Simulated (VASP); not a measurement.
The system is Ga2Se.

```
Ga Se
1.0
     1.82302    1.05252    5.50597
    -1.82302    1.05252    5.50597
     0.00000   -2.10504    5.50597
Ga Se
2 1
Direct
  0.75000 0.75000 0.75000
  0.25000 0.25000 0.25000
  0.00000 0.00000 0.00000
```

```yaml
Program: VASP 6.6.1
Task: relaxation of cell and atoms
Functional: PBE
Potentials_or_basis: VASP PAW PBE potentials, release 64 (Ga_d, Se)
Cutoff: 600 eV
k_mesh: 6 × 6 × 6
Occupations: gaussian, width 0.1 eV
Spin: no spin polarisation
```

At the start: pressure 15.3 GPa; volume 21.13 Å³/atom.

Task: How do energy, volume and symmetry change on relaxing?

Result: Over 20 steps the energy falls by 346.5 meV/atom and the volume is 22.78 Å³/atom (+7.8 %); space group R-3m (No. 166, to 0.1 Å) before and after.

Step by step:
| step | energy change (eV) | largest force (eV/Å) | pressure (GPa) | volume (Å³) |
| --- | --- | --- | --- | --- |
| 1 | 0.0000 | 2.6531 | 15.34 | 63.39 |
| 2 | -0.9198 | 0.0322 | -1.50 | 83.82 |
| 3 | -0.9337 | 0.2064 | -0.26 | 80.76 |
| 4 | -0.9338 | 0.1750 | -0.44 | 81.14 |
| 5 | -0.9402 | 0.1793 | -0.36 | 80.54 |
| 6 | -0.9580 | 0.1948 | -0.22 | 78.76 |
| 7 | -0.9867 | 0.2734 | -0.01 | 75.21 |
| 8 | -0.9689 | 0.3456 | 1.32 | 68.21 |
| 9 | -0.9908 | 0.3350 | 0.53 | 72.74 |
| 10 | -0.9969 | 0.3058 | 0.33 | 72.52 |
| 11 | -1.0127 | 0.2102 | -0.24 | 71.85 |
| 12 | -1.0233 | 0.0600 | -0.88 | 70.51 |
| 13 | -1.0239 | 0.0049 | -0.75 | 70.76 |
| 14 | -1.0304 | 0.0307 | -0.63 | 69.81 |
| 15 | -1.0355 | 0.1092 | -0.10 | 68.01 |
| 16 | -1.0356 | 0.0968 | -0.19 | 68.24 |
| 17 | -1.0373 | 0.0621 | -0.10 | 68.19 |
| 18 | -1.0390 | 0.0041 | 0.09 | 68.08 |
| 19 | -1.0391 | 0.0229 | 0.18 | 68.04 |
| 20 | -1.0394 | 0.0047 | -0.06 | 68.35 |

Final structure:
```xyz
3
Lattice="1.9178 1.1073 5.3644 -1.9178 1.1073 5.3644 0.0000 -2.2145 5.3644" Properties=species:S:1:pos:R:3 pbc="T T T"
Ga    0.0000    0.0000   12.4151
Ga    0.0000    0.0000    3.6782
Se    0.0000    0.0000    0.0000
```
